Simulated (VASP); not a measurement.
# VSi (rocksalt type) (Fm-3m) in VASP: further runs

VSi (rocksalt type) is run at these levels: PBE; tasks: electric field gradients.

Program: VASP 6.6.1. These are calculated values, not measurements. Logs are shortened: lines on timing, memory, paths and dates and some standing lists are left out, and cuts for length are marked.

## Step 1: The cell of the first run

The structure is cubic, space group Fm-3m (No. 225). Conventional cell: a = 4.821 Å, b = 4.821 Å, c = 4.821 Å, α = 90.00°, β = 90.00°, γ = 90.00°. Within 3.2 Å of V (site symmetry m-3m) lie 6 Si at 2.41 Å. Within 3.2 Å of Si (site symmetry m-3m) lie 6 V at 2.41 Å.

## Step 2: Electric field gradients, PBE, collinear spin, ferromagnetic start (14.01 Å³/atom)

Contents of INCAR:

```
SYSTEM = VSi
PREC = Accurate ; ENCUT = 520
EDIFF = 1E-8 ; ISMEAR = -1
SIGMA = 0.03 ; LREAL = .False.
LASPH = .True. ; NELM = 150
ALGO = Normal ; ISIF = 2
LWAVE = .False. ; LCHARG = .False.
ISPIN = 2 ; MAGMOM = 1.5 0
LORBIT = 11 ; LMAXMIX = 4
GGA = PE ; LEFG = .True.
NBANDS = 20
```

Contents of KPOINTS:

```
regular mesh
0
Gamma
  13 13 13
  0 0 0
```

Contents of POSCAR:

```
VSi
1.0
    0.0000000000      2.4106330294      2.4106330294
    2.4106330294      0.0000000000      2.4106330294
    2.4106330294      2.4106330294      0.0000000000
V Si
1 1
Direct
    0.0000000000      0.0000000000      0.0000000000
    0.5000000000      0.5000000000      0.5000000000
```

Potentials or basis: VASP PAW PBE potentials, release 64 (V_sv, Si).

Run with:

```bash
$ cat potpaw_PBE.64/V_sv/POTCAR potpaw_PBE.64/Si/POTCAR > POTCAR
$ mpirun -np 1 vasp_std > vasp.out
```

OUTCAR:

```text
SYSTEM = VSi
   PREC = Accurate
   ENCUT = 520
   EDIFF = 1E-8
   ISMEAR = -1
   LREAL = .False.
   LASPH = .True.
   NELM = 150
   ISIF = 2
   ISPIN = 2
   LORBIT = 11
   GGA = PE

 ion  position               nearest neighbor table
   1  0.000  0.000  0.000-   2 2.41   2 2.41   2 2.41   2 2.41   2 2.41   2 2.41
   2  0.500  0.500  0.500-   1 2.41   1 2.41   1 2.41   1 2.41   1 2.41   1 2.41

  LATTYP: Found a face centered cubic cell.
 ALAT       =     4.8212660588

  Lattice vectors:

 A1 = (   0.0000000000,   2.4106330294,   2.4106330294)
 A2 = (   2.4106330294,   0.0000000000,   2.4106330294)
 A3 = (   2.4106330294,   2.4106330294,   0.0000000000)

Analysis of symmetry for initial positions (statically):
=====================================================================
 Subroutine PRICEL returns:
 Original cell was already a primitive cell.

 Routine SETGRP: Setting up the symmetry group for a
 face centered cubic supercell.

 Subroutine GETGRP returns: Found 48 space group operations
 (whereof 48 operations were pure point group operations)
 out of a pool of 48 trial point group operations.

The static configuration has the point symmetry O_h .

Analysis of symmetry for dynamics (positions and initial velocities):
=====================================================================
 Subroutine PRICEL returns:
 Original cell was already a primitive cell.

 Routine SETGRP: Setting up the symmetry group for a
 face centered cubic supercell.

 Subroutine GETGRP returns: Found 48 space group operations
 (whereof 48 operations were pure point group operations)
 out of a pool of 48 trial point group operations.

The dynamic configuration has the point symmetry O_h .

Analysis of structural, dynamic, and magnetic symmetry:
=====================================================================
 Subroutine PRICEL returns:
 Original cell was already a primitive cell.

 Routine SETGRP: Setting up the symmetry group for a
 face centered cubic supercell.

 Subroutine GETGRP returns: Found 48 space group operations
 (whereof 48 operations were pure point group operations)
 out of a pool of 48 trial point group operations.

The overall configuration has the point symmetry O_h .

[... 155 lines left out ...]
 k-point     1 :       0.0000    0.0000    0.0000
  band No.  band energies     occupation
      1     -54.4050      1.00000
      2     -28.2588      1.00000
      3     -28.2588      1.00000
      4     -28.2588      1.00000
      5      -1.5237      1.00000
      6       8.9416      1.00000
[... 541 lines left out ...]
     19      26.8002      0.00000
     20      30.4273      0.00000

 [... further k-points ...]

 spin component 2

 k-point     1 :       0.0000    0.0000    0.0000
  band No.  band energies     occupation
      1     -54.4045      1.00000
      2     -28.2584      1.00000
      3     -28.2584      1.00000
      4     -28.2584      1.00000
      5      -1.5237      1.00000
      6       8.9420      1.00000
[... 541 lines left out ...]
     19      26.8003      0.00000
     20      30.4274      0.00000

 [... further k-points ...]
[... 5 lines left out ...]
  --------------------------------------------------------------------------------------
  -------------------------------------------------------------------------------------
  Total        1.0933717      1.0933717      1.0933717      0.0000000     -0.0000000      0.0000000
  in kB       62.5252041     62.5252041     62.5252041      0.0000000     -0.0000000      0.0000000
  external PRESSURE =      62.5252041 kB  Pullay stress =       0.0000000 kB

 VOLUME and BASIS-vectors are now :
 -----------------------------------------------------------------------------
  energy-cutoff  :      520.00
  volume of cell :       28.02
      direct lattice vectors                 reciprocal lattice vectors
     0.000000000  2.410633029  2.410633029    -0.207414399  0.207414399  0.207414399
     2.410633029  0.000000000  2.410633029     0.207414399 -0.207414399  0.207414399
     2.410633029  2.410633029  0.000000000     0.207414399  0.207414399 -0.207414399

 POSITION                                       TOTAL-FORCE (eV/Angst)
 -----------------------------------------------------------------------------------
      0.00000      0.00000      0.00000        -0.000000     -0.000000     -0.000000
      2.41063      2.41063      2.41063         0.000000      0.000000      0.000000
 -----------------------------------------------------------------------------------
    total drift:                               -0.000000     -0.000000      0.000000

  FREE ENERGIE OF THE ION-ELECTRON SYSTEM (eV)
  ---------------------------------------------------
  free  energy   TOTEN  =       -14.3995027517 eV

  energy  without entropy=      -14.3929173201  energy(sigma->0) =      -14.39621004

 Electric field gradients (V/A^2)
---------------------------------------------------------------------
 ion       V_xx      V_yy      V_zz      V_xy      V_xz      V_yz
---------------------------------------------------------------------
   1      -0.000     0.000     0.000     0.001     0.001     0.001
   2       0.000    -0.000    -0.000    -0.000    -0.000    -0.000
---------------------------------------------------------------------

 Electric field gradients after diagonalization (V/A^2)
 (convention: |V_zz| > |V_xx| > |V_yy|)
----------------------------------------------------------------------
 ion       V_xx      V_yy      V_zz     asymmetry (V_yy - V_xx)/ V_zz
----------------------------------------------------------------------
   1      -0.001    -0.001     0.002       0.000
   2       0.000     0.000    -0.000       0.000
----------------------------------------------------------------------

           NMR quadrupolar parameters

 Cq : quadrupolar parameter    Cq=e*Q*V_zz/h
 eta: asymmetry parameters     (V_yy - V_xx)/ V_zz
 Q  : nuclear electric quadrupole moment in mb (millibarn)
----------------------------------------------------------------------
 ion       Cq(MHz)       eta       Q (mb)
----------------------------------------------------------------------
   1       0.000       0.000       1.000
   2      -0.000       0.000       1.000
----------------------------------------------------------------------

 total charge

# of ion       s       p       d       tot
------------------------------------------
    1        2.231   6.198   3.258  11.687
    2        0.805   0.968   0.000   1.773
--------------------------------------------------
tot          3.036   7.166   3.258  13.460

 magnetization (x)

# of ion       s       p       d       tot
------------------------------------------
    1        0.000   0.000   0.000   0.000
    2       -0.000  -0.000   0.000  -0.000
--------------------------------------------------
tot         -0.000  -0.000   0.000   0.000
```

Wall time 61 s (1 thread of Intel Xeon 6975P-C (Granite Rapids), shared host); peak memory 0.22 GiB.

What came out:

- Free energy: -14.3995 eV
- Pressure: 6.3 GPa
- Net moment: 0.00 μB per cell
- Largest electric field gradient by atom: zero within the noise of the run
- Valence electrons inside the program's atomic spheres: V 11.69; Si 1.77

Caveat: the cell stands under pressure.

[end of part 1 of 3]
